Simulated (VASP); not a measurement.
Set up this calculation in VASP 6.6.1, as the native input.

```yaml
Task: single point
Functional: PBE
Potentials_or_basis: VASP PAW PBE potentials, release 64 (B, N)
Cutoff: 520 eV
k_mesh: 12 × 12 × 12
Occupations: gaussian, width 0.05 eV
Spin: no spin polarisation
Dipole_correction: no
Further_INCAR_settings: ALGO = Normal; EDIFF = 1e-06; NBANDS = 11
```

The structure of BN lies in POSCAR:

```
BN
1.0
    0.0000000000      1.6694532389      1.7954971380
    1.7954971380      0.0000000000      1.7954971380
    1.7954971380      1.6694532389      0.0000000000
B N
1 1
Direct
    0.0000000000      0.0000000000      0.0000000000
    0.7500000000      0.7500000000      0.7500000000
```

This cell differs from its parent crystal: volume 5.382 Å^3 an atom, c/a of the conventional cell 0.9298.

One way to write it, as run:

INCAR

```
SYSTEM = BN
PREC = Accurate
ENCUT = 520
EDIFF = 1E-6
ISMEAR = 0
SIGMA = 0.05
LREAL = .False.
LASPH = .True.
NELM = 60
ALGO = Normal
ISIF = 2
LWAVE = .False.
LCHARG = .False.
GGA = PE
NBANDS = 11
```

KPOINTS

```
regular mesh
0
Gamma
  12 12 12
  0 0 0
```

Potentials or basis: VASP PAW PBE potentials, release 64 (B, N).

Command:

```sh
$ cat potpaw_PBE.64/B/POTCAR potpaw_PBE.64/N/POTCAR > POTCAR
$ mpirun -np 1 vasp_std > vasp.out
```

Results of the run:

```yaml
Pressure: 45.4 GPa
Band_gap_on_the_k_mesh: 3.23 eV, indirect (least direct gap 8.51 eV)
```

Run time: 28 s on 1 thread of Intel Xeon 8259CL, on a shared host, peak memory 0.13 GiB.
